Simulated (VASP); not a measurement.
Input of a VASP 6.6.1 run:

The input INCAR:

```
PREC     = Accurate       # precision mode
ENCUT    = 600            # plane-wave cutoff, eV
EDIFF    = 1E-7           # SCF threshold, eV
ISMEAR   = -1             # smearing method
SIGMA    = 0.02           # smearing width, eV
LREAL    = F              # projectors in reciprocal space
LASPH    = T              # aspherical terms in the spheres
NELM     = 60             # most SCF steps
ALGO     = Normal         # electronic algorithm
ISIF     = 3              # what is computed and relaxed
LWAVE    = F              # write WAVECAR
LCHARG   = F              # write CHGCAR
GGA      = PS             # functional
IBRION   = 2              # ionic algorithm
NSW      = 80             # ionic steps
EDIFFG   = -0.005         # ionic threshold
```

File KPOINTS:

```
Automatic mesh
0
Gamma
  6 6 6
```

POSCAR

```
Al2O3
1.0
    2.4043547065      1.3881548370      4.3744984015
   -2.4043547065      1.3881548370      4.3744984015
    0.0000000000     -2.7763096741      4.3744984015
Al O
4 6
Direct
    0.3521453522      0.3521453522      0.3521453522
    0.1478546478      0.1478546478      0.1478546478
    0.6478546478      0.6478546478      0.6478546478
    0.8521453522      0.8521453522      0.8521453522
    0.5561715154      0.9438284846      0.2500000000
    0.2500000000      0.5561715154      0.9438284846
    0.9438284846      0.2500000000      0.5561715154
    0.4438284846      0.0561715154      0.7500000000
    0.7500000000      0.4438284846      0.0561715154
    0.0561715154      0.7500000000      0.4438284846
```

Potentials or basis: VASP PAW PBE potentials, release 64 (Al, O).

Run with:

```bash
$ cat potpaw_PBE.64/Al/POTCAR potpaw_PBE.64/O/POTCAR > POTCAR
$ mpirun -np 1 vasp_std > vasp.out
```

**Question.** Predict the band gap on the k mesh.

**Answer.** 6.05 eV.

**Question.** Predict the space group after relaxing (to 0.1 Å).

**Answer.** R-3c (No. 167).

Final structure:
```
Al O
1.0
     2.38649    1.37784    4.33640
    -2.38649    1.37784    4.33640
     0.00000   -2.75568    4.33640
Al O
4 6
Direct
  0.35207 0.35207 0.35207
  0.14793 0.14793 0.14793
  0.64793 0.64793 0.64793
  0.85207 0.85207 0.85207
  0.55582 0.94418 0.25000
  0.25000 0.55582 0.94418
  0.94418 0.25000 0.55582
  0.44418 0.05582 0.75000
  0.75000 0.44418 0.05582
  0.05582 0.75000 0.44418
```

 A k mesh can miss the band edges.
